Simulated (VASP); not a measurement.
## Mn3NiB: single point with PBE

Mn3NiB:

```
Ni B Mn
1.0
     3.89051    0.00000    0.00000
     0.00000    3.89051    0.00000
     0.00000    0.00000    3.89051
Ni B Mn
1 1 3
Direct
  0.00000 0.00000 0.00000
  0.50000 0.50000 0.50000
  0.50000 0.50000 0.00000
  0.50000 0.00000 0.50000
  0.00000 0.50000 0.50000
```

```
Program             : VASP 6.6.1
Task                : single point
Functional          : PBE
Potentials or basis : VASP PAW PBE potentials, release 64 (Ni, B, Mn_pv)
Cutoff              : 520 eV
k mesh              : 10 × 10 × 10
Occupations         : gaussian, width 0.1 eV
Spin                : collinear spin, ferromagnetic start
Starting moments    : [1.0, 0.0, 4.0, 4.0, 4.0] μB
```

The pressure is 0.6 GPa and the band gap on the k mesh is zero (filled and empty bands overlap). The net moment is 7.99 μB per cell, the site moments are Ni +0.64; B -0.22; Mn +2.52 μB and the valence electrons inside the program's atomic spheres are Ni 9.06; B 2.16; Mn 11.78.

Levels at points of the mesh, in eV from the Fermi level:
Spin up:
```
           k point  band 26  band 27  band 28  band 29  band 30  band 31  band 32  band 33  band 34  band 35
(0.00, 0.00, 0.00)    -0.49    -0.13    -0.11    -0.11    -0.11     0.23     0.23     0.23     6.10     6.90
(0.50, 0.00, 0.00)    -0.88    -0.88    -0.74    -0.70    -0.12     0.23     2.60     2.60     5.93     6.57
(0.50, 0.50, 0.00)    -0.99    -0.99    -0.75    -0.57     0.38     0.99     0.99     1.01     4.19     8.09
(0.50, 0.50, 0.50)    -0.17    -0.17    -0.03    -0.03    -0.03    -0.02    -0.02    -0.02     3.67     3.67
```
Spin down:
```
           k point  band 19  band 20  band 21  band 22  band 23  band 24  band 25  band 26
(0.00, 0.00, 0.00)    -0.80    -0.30    -0.30    -0.30     0.93     0.93     1.56     1.56
(0.50, 0.00, 0.00)    -0.73    -0.73    -0.51    -0.42    -0.42     1.11     1.40     1.44
(0.50, 0.50, 0.00)    -1.02    -1.02    -0.62    -0.37     0.67     0.67     0.72     0.72
(0.50, 0.50, 0.50)    -0.80     0.15     0.15     0.15     0.64     0.64     0.64     1.31
```

Run time: 3.8 min on 1 thread of Intel Xeon 6975P-C, on a shared host, peak memory 0.32 GiB.
